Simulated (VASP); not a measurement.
# HfSi4 (P4/mmm) in VASP: notebook, part 2 of 3

VASP 6.6.1.

### 3 Single point, PBE

This run uses another cell than the first one, of 29.02 Å³/atom.

Input file INCAR:

```
SYSTEM = HfSi4
PREC     = Accurate       ! precision mode
ENCUT    = 520            ! plane-wave cutoff, eV
EDIFF    = 1E-6           ! SCF threshold, eV
ISMEAR   = 0              ! smearing method
SIGMA    = 0.1            ! smearing width, eV
LREAL    = .FALSE.        ! projectors in reciprocal space
LASPH    = .TRUE.         ! aspherical terms in the spheres
NELM     = 80             ! most SCF steps
ALGO     = Normal         ! electronic algorithm
ISIF     = 2              ! what is computed and relaxed
LWAVE    = .FALSE.        ! write WAVECAR
LCHARG   = .TRUE.         ! write CHGCAR
GGA      = PE             ! functional
LELF     = .TRUE.         ! ELF
LVHAR    = .TRUE.       
NBANDS   = 21             ! bands
```

Input file KPOINTS:

```
regular mesh
0
G
  8 8 10
  0 0 0
```

Input file POSCAR:

```
HfSi4
1.0
    5.8095458740      0.0000000000      0.0000000000
    0.0000000000      5.8095458740      0.0000000000
    0.0000000000      0.0000000000      4.2990455361
Hf Si
1 4
Direct
    0.5000000000      0.5000000000      0.5000000000
    0.7927034897      0.5000000000      0.0000000000
    0.2072965103      0.5000000000      0.0000000000
    0.5000000000      0.7927034897      0.0000000000
    0.5000000000      0.2072965103      0.0000000000
```

Potentials or basis: VASP PAW PBE potentials, release 64 (Hf_pv, Si).

On the command line:

```console
$ cat potpaw_PBE.64/Hf_pv/POTCAR potpaw_PBE.64/Si/POTCAR > POTCAR
$ mpirun -np 1 vasp_std > vasp.out
```

OUTCAR:

```text
SYSTEM = HfSi4
   PREC = Accurate
   ENCUT = 520
   EDIFF = 1E-6
   ISMEAR = 0
   LREAL = .FALSE.
   LASPH = .TRUE.
   NELM = 80
   ISIF = 2
   GGA = PE

 ion  position               nearest neighbor table
   1  0.500  0.500  0.500-   2 2.74   3 2.74   4 2.74   5 2.74   2 2.74   3 2.74   4 2.74   5 2.74

   2  0.793  0.500  0.000-   4 2.40   5 2.40   3 2.41   1 2.74   1 2.74
   3  0.207  0.500  0.000-   4 2.40   5 2.40   2 2.41   1 2.74   1 2.74
   4  0.500  0.793  0.000-   2 2.40   3 2.40   5 2.41   1 2.74   1 2.74
   5  0.500  0.207  0.000-   2 2.40   3 2.40   4 2.41   1 2.74   1 2.74

  LATTYP: Found a simple tetragonal cell.
 ALAT       =     5.8095458740
 C/A-ratio  =     0.7399968310

  Lattice vectors:

 A1 = (   5.8095458740,   0.0000000000,   0.0000000000)
 A2 = (   0.0000000000,   5.8095458740,   0.0000000000)
 A3 = (   0.0000000000,   0.0000000000,   4.2990455361)

Analysis of symmetry for initial positions (statically):
=====================================================================
 Subroutine PRICEL returns:
 Original cell was already a primitive cell.

 Routine SETGRP: Setting up the symmetry group for a
 simple tetragonal supercell.

 Subroutine GETGRP returns: Found 16 space group operations
 (whereof 16 operations were pure point group operations)
 out of a pool of 16 trial point group operations.

The static configuration has the point symmetry D_4h.

Analysis of symmetry for dynamics (positions and initial velocities):
=====================================================================
 Subroutine PRICEL returns:
 Original cell was already a primitive cell.

 Routine SETGRP: Setting up the symmetry group for a
 simple tetragonal supercell.

 Subroutine GETGRP returns: Found 16 space group operations
 (whereof 16 operations were pure point group operations)
 out of a pool of 16 trial point group operations.

The dynamic configuration has the point symmetry D_4h.

 Subroutine INISYM returns: Found 16 space group operations
 (whereof 16 operations are pure point group operations),
 and found     1 'primitive' translations

----------------------------------------------------------------------------------------

                                     Primitive cell

  volume of cell :     145.0963

  direct lattice vectors                    reciprocal lattice vectors
     5.809545874  0.000000000  0.000000000     0.172130494  0.000000000  0.000000000
     0.000000000  5.809545874  0.000000000     0.000000000  0.172130494  0.000000000
     0.000000000  0.000000000  4.299045536     0.000000000  0.000000000  0.232609772

  length of vectors
     5.809545874  5.809545874  4.299045536     0.172130494  0.172130494  0.232609772

  position of ions in fractional coordinates (direct lattice)
     0.500000000  0.500000000  0.500000000
     0.792703490  0.500000000  0.000000000
     0.207296510  0.500000000  0.000000000
     0.500000000  0.792703490  0.000000000
     0.500000000  0.207296510  0.000000000

  ion indices of the primitive-cell ions
   primitive index   ion index
                 1           1
                 2           2
                 3           3
                 4           4
                 5           5

----------------------------------------------------------------------------------------

 KPOINTS: regular mesh

Automatic generation of k-mesh.
 Grid dimensions read from file:
 generate k-points for:    8    8   10

 Generating k-lattice:

  Cartesian coordinates                     Fractional coordinates (reciprocal lattice)
     0.021516312  0.000000000  0.000000000     0.125000000  0.000000000  0.000000000
     0.000000000  0.021516312  0.000000000     0.000000000  0.125000000  0.000000000
     0.000000000  0.000000000  0.023260977     0.000000000  0.000000000  0.100000000

  Length of vectors
     0.021516312  0.021516312  0.023260977

  Shift w.r.t. Gamma in fractional coordinates (k-lattice)
     0.000000000  0.000000000  0.000000000

 Subroutine IBZKPT returns following result:
 ===========================================

 Found     90 irreducible k-points:

 Following reciprocal coordinates:
            Coordinates               Weight
  0.000000  0.000000  0.000000      1.000000
  0.125000  0.000000  0.000000      4.000000
  0.250000  0.000000  0.000000      4.000000
  0.375000  0.000000  0.000000      4.000000
  0.500000  0.000000  0.000000      2.000000
  0.125000  0.125000  0.000000      4.000000
[... 16 lines left out ...]
  0.375000  0.125000  0.100000     16.000000
  0.500000  0.125000  0.100000      8.000000
 [... further k-points ...]
   k-points           NKPTS =     90   k-points in BZ     NKDIM =     90   number of bands    NBANDS=     21
   number of dos      NEDOS =    301   number of ions     NIONS =      5
   total plane-waves  NPLWV =  73728
   dimension x,y,z NGX =    48 NGY =   48 NGZ =   32
   dimension x,y,z NGXF=    96 NGYF=   96 NGZF=   64
   ions per type =               1   4
   NGX,Y,Z   is equivalent  to a cutoff of  13.74, 13.74, 12.37 a.u.
   NGXF,Y,Z  is equivalent  to a cutoff of  27.47, 27.47, 24.75 a.u.
 SYSTEM =  HfSi4
   PREC   = accura    normal or accurate (medium, high low for compatibility)
   ISTART =      0    job   : 0-new  1-cont  2-samecut
   ICHARG =      2    charge: 1-file 2-atom 10-const
   ISPIN  =      1    spin polarized calculation?
   LNONCOLLINEAR =      F non collinear calculations
   LSORBIT =      F    spin-orbit coupling
   LASPH  =      T    aspherical Exc in radial PAW
   ENCUT  =  520.0 eV  38.22 Ry    6.18 a.u.  10.80 10.80  7.99*2*pi/ulx,y,z
   NELM   =     80;   NELMIN=  2; NELMDL= -5     # of ELM steps
   EDIFF  = 0.1E-05   stopping-criterion for ELM
   LREAL  =      F    real-space projection
[... 7 lines left out ...]
   TEBEG  =    0.0;   TEEND  =   0.0 temperature during run
   PSTRESS=    0.0 pullay stress
   NELECT =      26.0000    total number of electrons
   NUPDOWN=      -1.0000    fix difference up-down
   EMIN   =  10.00;   EMAX   =-10.00  energy-range for DOS
   EFERMI =   0.00;   METHOD = LEGACY
   ISMEAR =     0;   SIGMA  =   0.10  broadening in eV -4-tet -1-fermi 0-gaus
   EFERMI_NEDOS =   21; number of points for ismear=-14 and -15
   IALGO  =     38    algorithm
   IMIX   =      4    mixing-type and parameters
     AMIX     =   0.40;   BMIX     =  1.00
     AMIX_MAG =   1.60;   BMIX_MAG =  1.00
  volume/ion in A,a.u.               =      29.02       195.83
  Fermi-wavevector in a.u.,A,eV,Ry     =   0.922955  1.744132 11.590065  0.851846
  Thomas-Fermi vector in A             =   2.048539
   LORBIT       =      0    0 simple, 1 ext, 2 COOP (PROOUT), +10 PAW based schemes
   GGA     = PE    functional components
   LHFCALC =     F    Hartree Fock is set to
   AEXX    =    0.0000 exact exchange contribution
   IVDW    =     0    specifies the selected vdW correction
   LEPSILON=     F    determine dielectric tensor
   LRPA    =     F    only Hartree local field effects (RPA)
 non-spin polarized calculation
 Gauss-broadening in eV      SIGMA  =   0.10
  energy-cutoff  :      520.00
  volume of cell :      145.10
 maximum number of plane-waves:      3948
 NGX is ok and might be reduce to    48
   NGX = 21   NGY = 21   NGZ = 15

 number of electron      26.0000003 magnetization

 Free energy of the ion-electron system (eV)
  ---------------------------------------------------
  ext. energy  EPLUGINS =         0.00000000
  ---------------------------------------------------
  free energy    TOTEN  =       -29.68176756 eV

  energy without entropy =      -29.67303234  energy(sigma->0) =      -29.67739995

 E-fermi :   2.8204     XC(G=0):  -7.8730

 val. band max:        2.8083369837   @ k =   0.5000   0.3750   0.3000
 cond. band min:       2.8258762428   @ k =   0.2500   0.2500   0.5000
 fundamental gap:      0.0175392591
 Fermi energy:         2.8203717232

 k-point     1 :       0.0000    0.0000    0.0000
  band No.  band energies     occupation
      1     -27.9200      2.00000
      2     -27.9200      2.00000
      3     -27.8980      2.00000
      4      -8.6011      2.00000
      5      -4.3278      2.00000
      6      -3.7987      2.00000
[... 13 lines left out ...]
     20       7.5351      0.00000
     21       7.5351      0.00000
[... 529 lines left out ...]
 k-point    24 :       0.5000    0.1250    0.1000
  band No.  band energies     occupation
      1     -27.9199      2.00000
      2     -27.9197      2.00000
      3     -27.9013      2.00000
      4      -8.1608      2.00000
      5      -5.9563      2.00000
      6      -4.4684      2.00000
[... 13 lines left out ...]
     20       6.9329      0.00000
     21       7.1131      0.00000

 [... further k-points ...]
[... 5 lines left out ...]
  --------------------------------------------------------------------------------------
  -------------------------------------------------------------------------------------
  Total       -0.0659902     -0.0659902     -0.0028519      0.0000000      0.0000000      0.0000000
  in kB       -0.7286747     -0.7286747     -0.0314912      0.0000000      0.0000000      0.0000000
  external PRESSURE =      -0.4962802 kB  Pullay stress =       0.0000000 kB

 VOLUME and BASIS-vectors are now :
 -----------------------------------------------------------------------------
  energy-cutoff  :      520.00
  volume of cell :      145.10
      direct lattice vectors                 reciprocal lattice vectors
     5.809545874  0.000000000  0.000000000     0.172130494  0.000000000  0.000000000
     0.000000000  5.809545874  0.000000000     0.000000000  0.172130494  0.000000000
     0.000000000  0.000000000  4.299045536     0.000000000  0.000000000  0.232609772

 POSITION                                       TOTAL-FORCE (eV/Angst)
 -----------------------------------------------------------------------------------
      2.90477      2.90477      2.14952         0.000000      0.000000      0.000000
      4.60525      2.90477      0.00000        -0.007259      0.000000     -0.000000
      1.20430      2.90477      0.00000         0.007259     -0.000000      0.000000
      2.90477      4.60525      0.00000         0.000000     -0.007259      0.000000
      2.90477      1.20430      0.00000        -0.000000      0.007259      0.000000
 -----------------------------------------------------------------------------------
    total drift:                                0.000000     -0.000000     -0.000000

  FREE ENERGIE OF THE ION-ELECTRON SYSTEM (eV)
  ---------------------------------------------------
  free  energy   TOTEN  =       -29.6817675638 eV

  energy  without entropy=      -29.6730323380  energy(sigma->0) =      -29.67739995
```

Wall time 5.5 min (1 thread of Intel Xeon 8259CL, shared host); peak memory 0.42 GiB.

Results:

| Item | Value |
| --- | --- |
| Free energy | -29.6818 eV |
| Pressure | 0.0 GPa |
| Largest force | 0.007 eV/Å |
| Band gap on the k mesh | zero (bands 13 and 14 overlap by 1.34 eV) |

Forces in eV/Å, atoms in the order of the input:
```
Hf   0.000  0.000  0.000
Si  -0.007  0.000  0.000
Si   0.007  0.000  0.000
Si   0.000 -0.007  0.000
Si   0.000  0.007  0.000
```

Caveat: spin-orbit coupling is left out, which moves the levels of the heavy elements.

(Continued in part 3 of 3.)

The gap in the log of VASP goes by the Fermi energy; the results here count the filled bands.